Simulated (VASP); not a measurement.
Write the native input for VASP 6.6.1 that does the following.

```yaml
Task: single point
Functional: RPBE
Potentials_or_basis: VASP PAW PBE potentials, release 64 (Mg_sv, O)
Cutoff: 840 eV
k_mesh: 8 × 8 × 8
Occupations: gaussian, width 0.02 eV
Spin: no spin polarisation
Dipole_correction: no
Further_INCAR_settings: ALGO = Normal; EDIFF = 1e-06; NBANDS = 15
```

The structure of MgO lies in POSCAR:

```
MgO
1.0
    0.0000000000      2.1494104632      2.1494104632
    2.1494104632      0.0000000000      2.1494104632
    2.1494104632      2.1494104632      0.0000000000
Mg O
1 1
Direct
    0.0000000000      0.0000000000      0.0000000000
    0.5000000000      0.5000000000      0.5000000000
```

One way to write it, as run:

INCAR

```
SYSTEM = MgO
  PREC = Accurate
  ENCUT = 840
  EDIFF = 1E-6
  ISMEAR = 0
  SIGMA = 0.02
  LREAL = .False.
  LASPH = .True.
  NELM = 120
  ALGO = Normal
  ISIF = 2
  LWAVE = .False.
  LCHARG = .False.
  GGA = RP
  NBANDS = 15
  GGA_COMPAT = .False.
```

KPOINTS

```
Automatic mesh
0
Gamma
  8 8 8
  0 0 0
```

Potentials or basis: VASP PAW PBE potentials, release 64 (Mg_sv, O).

Run with:

```console
$ cat potpaw_PBE.64/Mg_sv/POTCAR potpaw_PBE.64/O/POTCAR > POTCAR
$ mpirun -np 1 vasp_std > vasp.out
```

It gave:

```
Pressure               : 0.0 GPa
Band gap on the k mesh : 4.28 eV
```

Caveat: the PAW data sets were made with another functional, which shifts forces and pressure a little.

It took 21 s on 1 thread of Intel(R) Xeon(R) Platinum 8259CL CPU @ 2.50GHz (Skylake/Cascade Lake), with other jobs on the host, peak memory 0.16 GiB.
